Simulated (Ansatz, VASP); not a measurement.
Si3N4 in VASP and in Ansatz

File INCAR:

```
SYSTEM = Si3N4
PREC = Accurate ; ENCUT = 600
EDIFF = 1E-6 ; ISMEAR = -1
SIGMA = 0.05 ; LREAL = .False.
LASPH = .True. ; NELM = 80
ALGO = Normal ; ISIF = 3
LWAVE = .False. ; LCHARG = .False.
GGA = PE ; IBRION = 2
NSW = 60 ; EDIFFG = -0.01
```

KPOINTS

```
regular mesh
0
Gamma
  7 7 7
  0 0 0
```

File POSCAR:

```
Si3N4
1.0
    4.1307800000      0.0000000000      0.0000000000
    0.0000000000      4.1307800000      0.0000000000
    0.0000000000      0.0000000000      4.1307800000
Si N
3 4
Direct
    0.0000000000      0.0000000000      0.5000000000
    0.5000000000      0.0000000000      0.0000000000
    0.0000000000      0.5000000000      0.0000000000
    0.2395200000      0.2395200000      0.7604800000
    0.7604800000      0.7604800000      0.7604800000
    0.2395200000      0.7604800000      0.2395200000
    0.7604800000      0.2395200000      0.2395200000
```

Contents of input.yaml:

```yaml
crystal:
  lattice:
    - [4.13078, 0.0, 0.0]
    - [0.0, 4.13078, 0.0]
    - [0.0, 0.0, 4.13078]
  atoms:
    - { symbol: Si, position: [0.0, 0.0, 0.5] }
    - { symbol: Si, position: [0.5, 0.0, 0.0] }
    - { symbol: Si, position: [0.0, 0.5, 0.0] }
    - { symbol: "N", position: [0.23952, 0.23952, 0.76048] }
    - { symbol: "N", position: [0.76048, 0.76048, 0.76048] }
    - { symbol: "N", position: [0.23952, 0.76048, 0.23952] }
    - { symbol: "N", position: [0.76048, 0.23952, 0.23952] }
hamiltonian:
  xc: pbe
  pseudopotentials: { kind: paw }
kpoints:
  mp_grid: { grid: [7, 7, 7] }
scf:
  occupations: { method: fermi_dirac, width: 0.05 }
output:
  forces: true
  stress: true
  eigenvalues: true
  write_density: true
  write_potential: true
  elf: true
  volumetric_format: npy
relax:
  f_tol: 0.01
  max_steps: 40
  cell: { stress_tol: 0.05 }
```

Alike in both runs: task relaxation of cell and atoms; functional PBE; k mesh 7 × 7 × 7; occupations fermi-dirac, width 0.05 eV; no spin polarisation.

```csv
,VASP,Ansatz
version,VASP 6.6.1,Ansatz 0.2.0
potentials or method,"VASP PAW PBE potentials, release 64 (Si, N)",Ansatz PAW
plane-wave cutoff (eV),600,420
valence electrons in the cell,32,32
```

VASP gave:

| Property | Result |
| --- | --- |
| gap on the k mesh at the Fermi level, each at its own relaxed structure (eV) | 2.74 |
| relaxed volume (Å³/atom) | 10.06 |
| relaxed cell length with the largest relative difference (Å) | 4.129 |

Which values does Ansatz return?

gap on the k mesh at the Fermi level, each at its own relaxed structure (eV): 2.75; relaxed volume (Å³/atom): 10.07; relaxed cell length with the largest relative difference (Å): 4.131.

Noted on Ansatz's run: odd divisions of the mesh miss points on the zone boundary, where band edges often lie, so the gap on the mesh can be too wide; the plane-wave basis is chosen anew once the cell has moved, so the energies of steps on either side of that aren't comparable.
